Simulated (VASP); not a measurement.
# Ti (Im-3m) in VASP: notebook

Ti is run at these levels: PBEsol; tasks: single point.

Everything below comes from runs of VASP 6.6.1. Logs are shortened: lines on timing, memory, paths and dates and some standing lists are left out, and cuts for length are marked.

## (1) The cell of the first run

Symmetry: Im-3m, No. 229, cubic system. The conventional cell has a = 3.325 Å, b = 3.325 Å, c = 3.325 Å, α = 90.00°, β = 90.00°, γ = 90.00°. Ti (site symmetry m-3m) has 14 Ti at 2.88 to 3.33 Å within 3.8 Å.

## (2) Single point, PBEsol (volume scaled by 1.04)

File INCAR:

```
SYSTEM = Ti
PREC     = Accurate       ! precision mode
ENCUT    = 520            ! plane-wave cutoff, eV
EDIFF    = 1E-6           ! SCF threshold, eV
ISMEAR   = -1             ! smearing method
SIGMA    = 0.05           ! smearing width, eV
LREAL    = .FALSE.        ! projectors in reciprocal space
LASPH    = .TRUE.         ! aspherical terms in the spheres
NELM     = 80             ! most SCF steps
ALGO     = Normal         ! electronic algorithm
ISIF     = 2              ! what is computed and relaxed
LWAVE    = .FALSE.        ! write WAVECAR
LCHARG   = .FALSE.        ! write CHGCAR
GGA      = PS             ! functional
NBANDS   = 12             ! bands
```

File KPOINTS:

```
regular mesh
0
G
  14 14 14
  0 0 0
```

File POSCAR:

```
Ti
1.0
   -1.6625945817      1.6625945817      1.6625945817
    1.6625945817     -1.6625945817      1.6625945817
    1.6625945817      1.6625945817     -1.6625945817
Ti
1
Direct
    0.0000000000      0.0000000000      0.0000000000
```

Potentials or basis: VASP PAW PBE potentials, release 64 (Ti_sv).

On the command line:

```sh
$ cat potpaw_PBE.64/Ti_sv/POTCAR > POTCAR
$ mpirun -np 1 vasp_std > vasp.out
```

OUTCAR:

```text
SYSTEM = Ti
   PREC = Accurate
   ENCUT = 520
   EDIFF = 1E-6
   ISMEAR = -1
   LREAL = .FALSE.
   LASPH = .TRUE.
   NELM = 80
   ISIF = 2
   GGA = PS

 ion  position               nearest neighbor table
   1  0.000  0.000  0.000-

  LATTYP: Found a body centered cubic cell.
 ALAT       =     3.3251891634

  Lattice vectors:

 A1 = (  -1.6625945817,   1.6625945817,   1.6625945817)
 A2 = (   1.6625945817,  -1.6625945817,   1.6625945817)
 A3 = (   1.6625945817,   1.6625945817,  -1.6625945817)

Analysis of symmetry for initial positions (statically):
=====================================================================
 Subroutine PRICEL returns:
 Original cell was already a primitive cell.

 Routine SETGRP: Setting up the symmetry group for a
 body centered cubic supercell.

 Subroutine GETGRP returns: Found 48 space group operations
 (whereof 48 operations were pure point group operations)
 out of a pool of 48 trial point group operations.

The static configuration has the point symmetry O_h .

Analysis of symmetry for dynamics (positions and initial velocities):
=====================================================================
 Subroutine PRICEL returns:
 Original cell was already a primitive cell.

 Routine SETGRP: Setting up the symmetry group for a
 body centered cubic supercell.

 Subroutine GETGRP returns: Found 48 space group operations
 (whereof 48 operations were pure point group operations)
 out of a pool of 48 trial point group operations.

The dynamic configuration has the point symmetry O_h .

 Subroutine INISYM returns: Found 48 space group operations
 (whereof 48 operations are pure point group operations),
 and found     1 'primitive' translations

----------------------------------------------------------------------------------------

                                     Primitive cell

  volume of cell :      18.3831

  direct lattice vectors                    reciprocal lattice vectors
    -1.662594582  1.662594582  1.662594582     0.000000000  0.300734771  0.300734771
     1.662594582 -1.662594582  1.662594582     0.300734771  0.000000000  0.300734771
     1.662594582  1.662594582 -1.662594582     0.300734771  0.300734771  0.000000000

  length of vectors
     2.879698288  2.879698288  2.879698288     0.425303191  0.425303191  0.425303191

  position of ions in fractional coordinates (direct lattice)
     0.000000000  0.000000000  0.000000000

  ion indices of the primitive-cell ions
   primitive index   ion index
                 1           1

----------------------------------------------------------------------------------------

 KPOINTS: regular mesh

Automatic generation of k-mesh.
 Grid dimensions read from file:
 generate k-points for:   14   14   14

 Generating k-lattice:

  Cartesian coordinates                     Fractional coordinates (reciprocal lattice)
     0.000000000  0.021481055  0.021481055     0.071428571  0.000000000  0.000000000
     0.021481055  0.000000000  0.021481055     0.000000000  0.071428571  0.000000000
     0.021481055  0.021481055  0.000000000     0.000000000  0.000000000  0.071428571

  Length of vectors
     0.030378799  0.030378799  0.030378799

  Shift w.r.t. Gamma in fractional coordinates (k-lattice)
     0.000000000  0.000000000  0.000000000

 Subroutine IBZKPT returns following result:
 ===========================================

 Found    104 irreducible k-points:

 Following reciprocal coordinates:
            Coordinates               Weight
  0.000000  0.000000  0.000000      1.000000
  0.071429  0.000000  0.000000     12.000000
  0.142857  0.000000  0.000000     12.000000
  0.214286  0.000000  0.000000     12.000000
  0.285714  0.000000  0.000000     12.000000
  0.357143  0.000000  0.000000     12.000000
[... 16 lines left out ...]
  0.285714  0.285714  0.000000     24.000000
  0.357143  0.285714  0.000000     24.000000
 [... further k-points ...]
   k-points           NKPTS =    104   k-points in BZ     NKDIM =    104   number of bands    NBANDS=     12
   number of dos      NEDOS =    301   number of ions     NIONS =      1
   total plane-waves  NPLWV =  13824
   dimension x,y,z NGX =    24 NGY =   24 NGZ =   24
   dimension x,y,z NGXF=    48 NGYF=   48 NGZF=   48
   ions per type =               1
   NGX,Y,Z   is equivalent  to a cutoff of  13.86, 13.86, 13.86 a.u.
   NGXF,Y,Z  is equivalent  to a cutoff of  27.71, 27.71, 27.71 a.u.
 SYSTEM =  Ti
   PREC   = accura    normal or accurate (medium, high low for compatibility)
   ISTART =      0    job   : 0-new  1-cont  2-samecut
   ICHARG =      2    charge: 1-file 2-atom 10-const
   ISPIN  =      1    spin polarized calculation?
   LNONCOLLINEAR =      F non collinear calculations
   LSORBIT =      F    spin-orbit coupling
   LASPH  =      T    aspherical Exc in radial PAW
   ENCUT  =  520.0 eV  38.22 Ry    6.18 a.u.   5.35  5.35  5.35*2*pi/ulx,y,z
   NELM   =     80;   NELMIN=  2; NELMDL= -5     # of ELM steps
   EDIFF  = 0.1E-05   stopping-criterion for ELM
   LREAL  =      F    real-space projection
   EDIFFG = 0.1E-04   stopping-criterion for IOM
   NSW    =      0    number of steps for IOM
   IBRION =     -1    ionic relax: 0-MD 1-quasi-New 2-CG
   NFREE  =      0    steps in history (QN), initial steepest desc. (CG)
   ISIF   =      2    stress and relaxation
   ISYM   =      2    0-nonsym 1-usesym 2-fastsym
   POTIM  = 0.5000    time-step for ionic-motion
   TEBEG  =    0.0;   TEEND  =   0.0 temperature during run
   PSTRESS=    0.0 pullay stress
   NELECT =      12.0000    total number of electrons
   NUPDOWN=      -1.0000    fix difference up-down
   EMIN   =  10.00;   EMAX   =-10.00  energy-range for DOS
   EFERMI =   0.00;   METHOD = LEGACY
   ISMEAR =    -1;   SIGMA  =   0.05  broadening in eV -4-tet -1-fermi 0-gaus
   EFERMI_NEDOS =   21; number of points for ismear=-14 and -15
   IALGO  =     38    algorithm
   IMIX   =      4    mixing-type and parameters
     AMIX     =   0.40;   BMIX     =  1.00
     AMIX_MAG =   1.60;   BMIX_MAG =  1.00
  volume/ion in A,a.u.               =      18.38       124.06
  Fermi-wavevector in a.u.,A,eV,Ry     =   1.420133  2.683661 27.439910  2.016777
  Thomas-Fermi vector in A             =   2.541080
   LORBIT       =      0    0 simple, 1 ext, 2 COOP (PROOUT), +10 PAW based schemes
   GGA     = PS    functional components
   LHFCALC =     F    Hartree Fock is set to
   AEXX    =    0.0000 exact exchange contribution
   IVDW    =     0    specifies the selected vdW correction
   LEPSILON=     F    determine dielectric tensor
   LRPA    =     F    only Hartree local field effects (RPA)
 non-spin polarized calculation
  energy-cutoff  :      520.00
  volume of cell :       18.38
 maximum number of plane-waves:       531
 NGX is ok and might be reduce to    24
   NGX = 11   NGY = 11   NGZ = 11

 number of electron      12.0000004 magnetization

 Free energy of the ion-electron system (eV)
  ---------------------------------------------------
  ext. energy  EPLUGINS =         0.00000000
  ---------------------------------------------------
  free energy    TOTEN  =        -8.18061711 eV

  energy without entropy =       -8.15905496  energy(sigma->0) =       -8.16983603

 E-fermi :   7.3772     XC(G=0): -11.3639

 val. band max:        7.3705763127   @ k =   0.2143   0.1429   0.0000
 cond. band min:       7.4005566681   @ k =  -0.2857   0.3571   0.0714
 fundamental gap:      0.0299803553
 Fermi energy:         7.3771521924

 k-point     1 :       0.0000    0.0000    0.0000
  band No.  band energies     occupation
      1     -49.0307      2.00000
      2     -25.0416      2.00000
      3     -25.0416      2.00000
      4     -25.0416      2.00000
      5       1.5594      2.00000
      6       8.3138      0.00000
      7       8.3138      0.00000
      8       8.3138      0.00000
      9       9.9644      0.00000
     10       9.9644      0.00000
     11      24.4034      0.00000
     12      24.4034      0.00000

 k-point     2 :       0.0714    0.0000    0.0000
  band No.  band energies     occupation
      1     -49.0254      2.00000
      2     -25.0706      2.00000
      3     -25.0507      2.00000
      4     -25.0417      2.00000
      5       1.7250      2.00000
      6       8.2407      0.00000
      7       8.2930      0.00000
      8       8.4318      0.00000
      9       9.8814      0.00000
     10       9.9690      0.00000
     11      24.0916      0.00000
     12      24.3688      0.00000

 k-point     3 :       0.1429    0.0000    0.0000
  band No.  band energies     occupation
      1     -49.0108      2.00000
      2     -25.1515      2.00000
      3     -25.0760      2.00000
      4     -25.0421      2.00000
      5       2.2044      2.00000
      6       8.0423      0.00000
      7       8.1898      0.00000
      8       8.7747      0.00000
      9       9.7248      0.00000
     10       9.9870      0.00000
     11      23.1112      0.00000
     12      24.0461      0.00000
[... 286 lines left out ...]
 k-point    23 :       0.2857    0.2857    0.0000
  band No.  band energies     occupation
      1     -48.9153      2.00000
      2     -25.4943      2.00000
      3     -25.3419      2.00000
      4     -25.1075      2.00000
      5       6.1592      2.00000
      6       6.7756      1.99999
      7       7.2130      1.92766
      8       9.9431      0.00000
      9      10.3067      0.00000
     10      13.1901      0.00000
     11      16.4162      0.00000
     12      16.5488      0.00000

 k-point    24 :       0.3571    0.2857    0.0000
  band No.  band energies     occupation
      1     -48.9120      2.00000
      2     -25.4721      2.00000
      3     -25.3843      2.00000
      4     -25.1105      2.00000
      5       6.3414      2.00000
      6       6.8759      1.99991
      7       7.0241      1.99829
      8      10.0522      0.00000
      9      10.2661      0.00000
     10      14.0799      0.00000
     11      15.3177      0.00000
     12      16.3035      0.00000

 [... further k-points ...]
[... 5 lines left out ...]
  --------------------------------------------------------------------------------------
  -------------------------------------------------------------------------------------
  Total       -1.1536089     -1.1536089     -1.1536089     -0.0000000      0.0000000     -0.0000000
  in kB     -100.5425993   -100.5425993   -100.5425993     -0.0000000      0.0000000     -0.0000000
  external PRESSURE =    -100.5425993 kB  Pullay stress =       0.0000000 kB

 VOLUME and BASIS-vectors are now :
 -----------------------------------------------------------------------------
  energy-cutoff  :      520.00
  volume of cell :       18.38
      direct lattice vectors                 reciprocal lattice vectors
    -1.662594582  1.662594582  1.662594582     0.000000000  0.300734771  0.300734771
     1.662594582 -1.662594582  1.662594582     0.300734771  0.000000000  0.300734771
     1.662594582  1.662594582 -1.662594582     0.300734771  0.300734771  0.000000000

 POSITION                                       TOTAL-FORCE (eV/Angst)
 -----------------------------------------------------------------------------------
      0.00000      0.00000      0.00000         0.000000      0.000000     -0.000000
 -----------------------------------------------------------------------------------
    total drift:                                0.000000      0.000000      0.000000

  FREE ENERGIE OF THE ION-ELECTRON SYSTEM (eV)
  ---------------------------------------------------
  free  energy   TOTEN  =        -8.1806171066 eV

  energy  without entropy=       -8.1590549577  energy(sigma->0) =       -8.16983603
```

It took 33 s on 1 thread of Intel Xeon 8259CL, shared host; peak memory 0.15 GiB.

What came out:

```
Free energy            : -8.1806 eV
Pressure               : -10.1 GPa
Band gap on the k mesh : zero (band 6 reaches 8.31 eV, above the bottom of band 7 at 6.75 eV)
```

Levels at points of the mesh, in eV from the Fermi level:
| k point | band 3 | band 4 | band 5 | band 6 | band 7 | band 8 | band 9 | band 10 |
| --- | --- | --- | --- | --- | --- | --- | --- | --- |
| (0.00, 0.00, 0.00) | -32.42 | -32.42 | -5.82 | 0.94 | 0.94 | 0.94 | 2.59 | 2.59 |
| (0.50, 0.00, 0.00) | -32.60 | -32.42 | -2.32 | -0.35 | 1.00 | 2.56 | 2.89 | 3.99 |
| (0.50, 0.50, 0.50) | -32.81 | -32.81 | -1.91 | -1.91 | 3.67 | 3.67 | 3.67 | 7.92 |

Caveat: the PAW data sets were made with another functional, which shifts forces and pressure a little.

## (3) Single point, PBEsol (volume scaled by 1.025)

File INCAR:

```
SYSTEM = Ti
PREC = Accurate ; ENCUT = 520
EDIFF = 1E-6 ; ISMEAR = -1
SIGMA = 0.05 ; LREAL = .FALSE.
LASPH = .TRUE. ; NELM = 80
ALGO = Normal ; ISIF = 2
LWAVE = .FALSE. ; LCHARG = .FALSE.
GGA = PS ; NBANDS = 12
```

File KPOINTS:

```
Automatic mesh
0
G
  14 14 14
  0 0 0
```

File POSCAR:

```
Ti
1.0
   -1.6545625985      1.6545625985      1.6545625985
    1.6545625985     -1.6545625985      1.6545625985
    1.6545625985      1.6545625985     -1.6545625985
Ti
1
Direct
    0.0000000000      0.0000000000      0.0000000000
```

Potentials or basis: VASP PAW PBE potentials, release 64 (Ti_sv).

On the command line:

```sh
$ cat potpaw_PBE.64/Ti_sv/POTCAR > POTCAR
$ mpirun -np 1 vasp_std > vasp.out
```

Wall time 31 s (1 thread of Intel Xeon 8259CL, shared host); peak memory 0.15 GiB.

Results (log left out):

| Quantity | Value |
| --- | --- |
| Free energy | -8.1962 eV |
| Pressure | -8.9 GPa |
| Band gap on the k mesh | zero (band 6 reaches 8.47 eV, above the bottom of band 7 at 6.89 eV) |

Levels at points of the mesh, in eV from the Fermi level:
```tsv
k point	band 3	band 4	band 5	band 6	band 7	band 8	band 9	band 10
(0.00, 0.00, 0.00)	-32.37	-32.37	-5.85	0.95	0.95	0.95	2.63	2.63
(0.50, 0.00, 0.00)	-32.56	-32.38	-2.35	-0.36	1.04	2.61	2.94	4.07
(0.50, 0.50, 0.50)	-32.78	-32.78	-1.96	-1.96	3.74	3.74	3.74	8.03
```

Caveat: the PAW data sets were made with another functional, which shifts forces and pressure a little.

## (4) Single point, PBEsol (volume scaled by 1.05)

File INCAR:

```
SYSTEM = Ti
PREC = Accurate
ENCUT = 520
EDIFF = 1E-6
ISMEAR = -1
SIGMA = 0.05
LREAL = .False.
LASPH = .True.
NELM = 60
ALGO = Normal
ISIF = 2
LWAVE = .False.
LCHARG = .False.
GGA = PS
NBANDS = 12
```

File KPOINTS:

```
regular mesh
0
Gamma
  14 14 14
  0 0 0
```

File POSCAR:

```
Ti
1.0
   -1.6679064215      1.6679064215      1.6679064215
    1.6679064215     -1.6679064215      1.6679064215
    1.6679064215      1.6679064215     -1.6679064215
Ti
1
Direct
    0.0000000000      0.0000000000      0.0000000000
```

On the command line:

```sh
$ cat potpaw_PBE.64/Ti_sv/POTCAR > POTCAR
$ mpirun -np 1 vasp_std > vasp.out
```

It took 34 s on 1 thread of Intel Xeon 8259CL, shared host; peak memory 0.15 GiB.

It converged, with:

```
Free energy            : -8.1692 eV
Pressure               : -10.8 GPa
Band gap on the k mesh : zero (band 6 reaches 8.21 eV, above the bottom of band 7 at 6.66 eV)
```

Levels at points of the mesh, in eV from the Fermi level:
```csv
k point,band 2,band 3,band 4,band 5,band 6,band 7,band 8,band 9,band 10,band 11
"(0.00, 0.00, 0.00)",-32.45,-32.45,-32.45,-5.80,0.93,0.93,0.93,2.56,2.56,16.96
"(0.50, 0.00, 0.00)",-33.00,-32.62,-32.45,-2.30,-0.34,0.98,2.53,2.86,3.94,8.07
"(0.50, 0.50, 0.50)",-32.83,-32.83,-32.83,-1.89,-1.89,3.62,3.62,3.62,7.84,7.84
```

Caveat: the PAW data sets were made with another functional, which shifts forces and pressure a little.

## (5) Single point, PBEsol (volume scaled by 1.02)

Changes to INCAR since step 4:

```diff
@@ -8,3 +8,3 @@
 LASPH = .True.
-NELM = 60
+NELM = 100
 ALGO = Normal
```

File KPOINTS:

```
Automatic mesh
0
Gamma
  14 14 14
  0 0 0
```

File POSCAR:

```
Ti
1.0
   -1.6518678664      1.6518678664      1.6518678664
    1.6518678664     -1.6518678664      1.6518678664
    1.6518678664      1.6518678664     -1.6518678664
Ti
1
Direct
    0.0000000000      0.0000000000      0.0000000000
```

On the command line:

```sh
$ cat potpaw_PBE.64/Ti_sv/POTCAR > POTCAR
$ mpirun -np 1 vasp_std > vasp.out
```

Run time: 30 s. Hardware: 1 thread of Intel Xeon 8259CL, shared host; peak memory 0.15 GiB.

It converged, with:

- Free energy: -8.2010 eV
- Pressure: -8.5 GPa
- Band gap on the k mesh: zero (band 6 reaches 8.52 eV, above the bottom of band 7 at 6.93 eV)

Levels at points of the mesh, in eV from the Fermi level:
| k point | band 3 | band 4 | band 5 | band 6 | band 7 | band 8 | band 9 | band 10 |
| --- | --- | --- | --- | --- | --- | --- | --- | --- |
| (0.00, 0.00, 0.00) | -32.36 | -32.36 | -5.86 | 0.96 | 0.96 | 0.96 | 2.65 | 2.65 |
| (0.50, 0.00, 0.00) | -32.55 | -32.36 | -2.36 | -0.36 | 1.05 | 2.62 | 2.96 | 4.09 |
| (0.50, 0.50, 0.50) | -32.78 | -32.78 | -1.97 | -1.97 | 3.76 | 3.76 | 3.76 | 8.06 |

Caveat: the PAW data sets were made with another functional, which shifts forces and pressure a little.

## (6) Summary

```csv
cell,gap on the mesh (eV),pressure (GPa)
"a = 2.880 Å, angles 109.5°, 1 atom",none,-10.1
"a = 2.866 Å, angles 109.5°, 1 atom",none,-8.9
"a = 2.889 Å, angles 109.5°, 1 atom",none,-10.8
"a = 2.861 Å, angles 109.5°, 1 atom",none,-8.5
```

Alike in all rows: task single point; level PBEsol; potentials or basis VASP PAW PBE potentials, release 64 (Ti_sv); no spin polarisation; k mesh 14 × 14 × 14; cutoff (eV) 520; smearing fermi-dirac 0.05 eV.

Caveats: the PAW data sets were made with another functional, which shifts forces and pressure a little.

Total energies depend on the potentials used, so only differences within one code and one set of settings carry meaning.
